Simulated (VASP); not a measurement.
Set up this calculation in VASP 6.6.1, as the native input.

* Task: single point
* Functional: LDA
* Potentials or basis: VASP PAW LDA potentials, release 64 (Pb_d, O)
* Cutoff: 520 eV
* k mesh: 3 × 3 × 1
* Occupations: fermi-dirac, width 0.1 eV
* Spin: no spin polarisation
* Dipole correction: no
* Further INCAR settings: ALGO = Normal; EDIFF = 1e-06; NBANDS = 99

The structure of Pb12O lies in POSCAR:

```
Pb12O
1.0
    7.0003570000      0.0000000000      0.0000000000
    3.5001790000      6.0624870000      0.0000000000
    0.0000000000      0.0000000000     18.7157680000
Pb O
12 1
Direct
    0.1666667207      0.1666667491      0.0534308825
    0.6666666492      0.1666667491      0.0534308825
    0.1666666905      0.6666666667      0.0534308825
    0.6666667619      0.6666666667      0.0534308825
   -0.1420318863      0.3426130233      0.1960074521
    0.3334349765      0.3330610029      0.1877482132
   -0.2002490773      0.8573813024      0.1959995978
    0.3421487096      0.7995073639      0.1959892856
   -0.0000310305      0.0000420619      0.3356525898
    0.4450866857      0.0163909630      0.3377496451
    0.0162785798      0.5388110523      0.3379818557
    0.5387134306      0.4449997171      0.3377869933
    0.6665699643     -0.3332285908      0.3651181186
```

One way to write it, as run:

INCAR

```
SYSTEM = Pb12O
  ALGO = Normal
  EDIFF = 1E-6
  ENCUT = 520
  GGA = CA
  ISIF = 2
  ISMEAR = -1
  LASPH = .True.
  LCHARG = .True.
  LELF = .True.
  LREAL = .False.
  LVHAR = .True.
  LWAVE = .False.
  NBANDS = 99
  NELM = 100
  PREC = Accurate
  SIGMA = 0.1
```

KPOINTS

```
k-points
0
Gamma
  3 3 1
  0 0 0
```

Potentials or basis: VASP PAW LDA potentials, release 64 (Pb_d, O).

The run is started by

```sh
$ cat potpaw_LDA.64/Pb_d/POTCAR potpaw_LDA.64/O/POTCAR > POTCAR
$ mpirun -np 1 vasp_std > vasp.out
```

It gave:

```
Largest force          : 0.173 eV/Å
Band gap on the k mesh : zero (band 87 reaches 1.20 eV, above the bottom of band 88 at 0.93 eV)
```

Caveat: spin-orbit coupling is left out, which moves the levels of the heavy elements.

Run time: 24 min on 1 thread of AMD EPYC 7R13 (shared host), peak memory 0.71 GiB.
